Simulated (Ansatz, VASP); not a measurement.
ZnS: VASP beside Ansatz

INCAR

```
SYSTEM = ZnS
ALGO = Normal ; EDIFF = 1E-6
ENCUT = 520 ; GGA = PE
ISIF = 2 ; ISMEAR = 0
LASPH = .True. ; LCHARG = .True.
LELF = .True. ; LREAL = .False.
LVHAR = .True. ; LWAVE = .False.
NBANDS = 16 ; NELM = 80
PREC = Accurate ; SIGMA = 0.05
```

The input KPOINTS:

```
k-points
0
Gamma
  8 8 8
  0 0 0
```

File POSCAR:

```
ZnS
1.0
    0.0000000000      2.7215639840      2.8236226334
    2.7215639840      0.0000000000      2.8236226334
    2.7215639840      2.7215639840      0.0000000000
Zn S
1 1
Direct
    0.0000000000      0.0000000000      0.0000000000
    0.7500000000      0.7500000000      0.7500000000
```

Input for Ansatz:

```yaml
crystal:
  lattice:
    - [0.0, 2.721563984, 2.8236226334]
    - [2.721563984, 0.0, 2.8236226334]
    - [2.721563984, 2.721563984, 0.0]
  atoms:
    - { symbol: Zn, position: [0.0, 0.0, 0.0] }
    - { symbol: S, position: [0.75, 0.75, 0.75] }
basis:
  ecutwfc: 420
kpoints:
  mp_grid: { grid: [8, 8, 8] }
hamiltonian:
  xc: pbe
scf:
  occupations: { method: gaussian, width: 0.05 }
output:
  forces: true
  stress: true
  eigenvalues: true
```

Change from the starting cell: strain +0.0375 x Voigt [0, 0, 1, 0, 0, 0], atoms carried along.

Alike in both runs: task single point; functional PBE; k mesh 8 × 8 × 8; occupations gaussian, width 0.05 eV; no spin polarisation.

|  | VASP | Ansatz |
| --- | --- | --- |
| version | VASP 6.6.1 | Ansatz 0.2.0 |
| potentials or method | VASP PAW PBE potentials, release 64 (Zn, S), cutoff 520 eV | scalar-relativistic, plane waves, PAW |
| valence electrons in the cell | 18 | 18 |

|  | VASP | Ansatz | Ansatz less VASP |
| --- | --- | --- | --- |
| gap on the k mesh at the Fermi level (eV) | 1.81 | 1.81 | -0.003 |
| least direct gap on the mesh (eV) | 1.81 | 1.81 | -0.003 |
| pressure (GPa) | -2.3 | -2.4 | -0.12 |
| traceless stress, the component that is largest in VASP (GPa) | -1.09 | -1.09 | -0.007 |
